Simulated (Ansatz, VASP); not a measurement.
## Two plane-wave programs on Ca

Contents of INCAR:

```
SYSTEM = Ca
ALGO     = Normal         ! electronic algorithm
EDIFF    = 1E-7           ! SCF threshold, eV
ENCUT    = 520            ! plane-wave cutoff, eV
GGA      = PS             ! functional
ISIF     = 2              ! what is computed and relaxed
ISMEAR   = 0              ! smearing method
LASPH    = .TRUE.         ! aspherical terms in the spheres
LCHARG   = .FALSE.        ! write CHGCAR
LREAL    = .FALSE.        ! projectors in reciprocal space
LWAVE    = .FALSE.        ! write WAVECAR
NBANDS   = 11             ! bands
NELM     = 100            ! most SCF steps
PREC     = Accurate       ! precision mode
SIGMA    = 0.15           ! smearing width, eV
```

File KPOINTS:

```
k-points
0
G
  16 16 16
  0 0 0
```

Contents of POSCAR:

```
Ca
1.0
   -2.0608000000      2.0608000000      2.0608000000
    2.0608000000     -2.0608000000      2.0608000000
    2.0608000000      2.0608000000     -2.0608000000
Ca
1
Direct
    0.0000000000      0.0000000000      0.0000000000
```

Input for Ansatz:

```yaml
crystal:
  lattice:
    - [-2.0608, 2.0608, 2.0608]
    - [2.0608, -2.0608, 2.0608]
    - [2.0608, 2.0608, -2.0608]
  atoms:
    - { symbol: Ca, position: [0.0, 0.0, 0.0] }
basis:
  ecutwfc: 420
kpoints:
  mp_grid: { grid: [16, 16, 16] }
hamiltonian:
  xc: pbesol
scf:
  occupations: { method: gaussian, width: 0.15 }
output:
  forces: true
  stress: true
  eigenvalues: true
```

Change from the starting cell: strain -0.080 along x and y, -0.080 along z, atoms carried along.

Alike in both runs: task single point; functional PBEsol; k mesh 16 × 16 × 16; occupations gaussian, width 0.15 eV; no spin polarisation.

```csv
,VASP,Ansatz
version,VASP 6.6.1,Ansatz 0.2.0
potentials or method,"VASP PAW PBE potentials, release 64 (Ca_sv), cutoff 520 eV","scalar-relativistic, plane waves, PAW"
valence electrons in the cell,10,10
```

|  | VASP | Ansatz | Ansatz less VASP |
| --- | --- | --- | --- |
| gap on the k mesh at the Fermi level (eV) | none | none | - |
| pressure (GPa) | 3.0 | 3.0 | -0.01 |

VASP's potentials were made for PBE, not for PBEsol. A gap of «none» marks a metal or a gap that the smearing closes.
